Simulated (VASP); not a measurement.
CdO:

```xyz
2
Lattice="0.0000 2.3482 2.3482 2.3482 0.0000 2.3482 2.3482 2.3482 0.0000" Properties=species:S:1:pos:R:3 pbc="T T T"
Cd    0.0000    0.0000    0.0000
O     2.3482    2.3482    2.3482
```

Base run:

```yaml
Program: VASP 6.6.1
Functional: PBE
Potentials_or_basis: VASP PAW PBE potentials, release 64 (Cd, O)
Cutoff: 600 eV
k_mesh: 8 × 8 × 8
Occupations: gaussian, width 0.05 eV
Spin: no spin polarisation
```

Its results: band gap on the k mesh zero (band 9 reaches 2.05 eV, above the bottom of band 10 at 1.63 eV); pressure 7.6 GPa.

Problem. After a change of settings the same cell gave: band gap on the k mesh zero (band 9 reaches 2.05 eV, above the bottom of band 10 at 1.63 eV); pressure 4.0 GPa. Which change was it?
A. functional from PBE to BLYP
B. functional from PBE to LDA; potentials or basis from VASP PAW PBE potentials, release 64 (Cd, O) to VASP PAW LDA potentials, release 64 (Cd, O)
C. dispersion from none to D4

Solution. C.

Dispersion adds attraction, which lowers the pressure at fixed volume and, as a term added to the energy, leaves the levels alone.

Caveats: pairwise dispersion overbinds metals, which lowers pressure and volume (some runs).
